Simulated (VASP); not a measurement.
Wanted: the native input for a VASP 6.6.1 run.

```
Task                   : single point
Functional             : r2SCAN
Potentials or basis    : VASP PAW PBE potentials, release 64 (Ca_sv)
Cutoff                 : 520 eV
k mesh                 : 16 × 16 × 16
Occupations            : gaussian, width 0.15 eV
Spin                   : no spin polarisation
Dipole correction      : no
Further INCAR settings : ALGO = Normal; EDIFF = 1e-07; NBANDS = 11
```

The system is Ca.

```xyz
1
Lattice="-2.1728 2.1728 2.3072 2.1728 -2.1728 2.3072 2.1728 2.1728 -2.3072" Properties=species:S:1:pos:R:3 pbc="T T T"
Ca    0.0000    0.0000    0.0000
```

This cell differs from its parent crystal: strain -0.030 along x and y, +0.030 along z.

One way to write it, as run:

POSCAR

```
Ca
1.0
   -2.1728000000      2.1728000000      2.3072000000
    2.1728000000     -2.1728000000      2.3072000000
    2.1728000000      2.1728000000     -2.3072000000
Ca
1
Direct
    0.0000000000      0.0000000000      0.0000000000
```

INCAR.step1

```
PREC     = Accurate       # precision mode
ENCUT    = 520            # plane-wave cutoff, eV
ISMEAR   = 0              # smearing method
SIGMA    = 0.15           # smearing width, eV
LREAL    = F              # projectors in reciprocal space
LASPH    = T              # aspherical terms in the spheres
NELM     = 60             # most SCF steps
NBANDS   = 11             # bands
GGA      = PE             # functional
ALGO     = Normal         # electronic algorithm
EDIFF    = 1E-4           # SCF threshold, eV
LWAVE    = T              # write WAVECAR
LCHARG   = F              # write CHGCAR
```

INCAR.step2

```
PREC     = Accurate       # precision mode
ENCUT    = 520            # plane-wave cutoff, eV
EDIFF    = 1E-7           # SCF threshold, eV
ISMEAR   = 0              # smearing method
SIGMA    = 0.15           # smearing width, eV
LREAL    = F              # projectors in reciprocal space
LASPH    = T              # aspherical terms in the spheres
NELM     = 60             # most SCF steps
ALGO     = Normal         # electronic algorithm
ISIF     = 2              # what is computed and relaxed
LWAVE    = F              # write WAVECAR
LCHARG   = F              # write CHGCAR
METAGGA  = R2SCAN         # meta-GGA
LMIXTAU  = T            
NBANDS   = 11             # bands
ISTART   = 1
```

KPOINTS

```
Automatic mesh
0
Gamma
  16 16 16
```

Potentials or basis: VASP PAW PBE potentials, release 64 (Ca_sv).

Command:

```bash
$ cat potpaw_PBE.64/Ca_sv/POTCAR > POTCAR
$ cp INCAR.step1 INCAR
$ mpirun -np 1 vasp_std > vasp.out
$ cp INCAR.step2 INCAR
$ mpirun -np 1 vasp_std > vasp.out
```

Results of the run:

The pressure is -0.1 GPa. The band gap on the k mesh is zero (bands 5 and 6 overlap by 0.57 eV).

Caveat: the cell differs from its parent crystal (strain -0.030 along x and y, +0.030 along z); the PAW data sets were made with another functional, which shifts forces and pressure a little.

Run time: 16 min on 1 thread of Intel Xeon 8259CL, with other jobs on the host, peak memory 0.3 GiB.
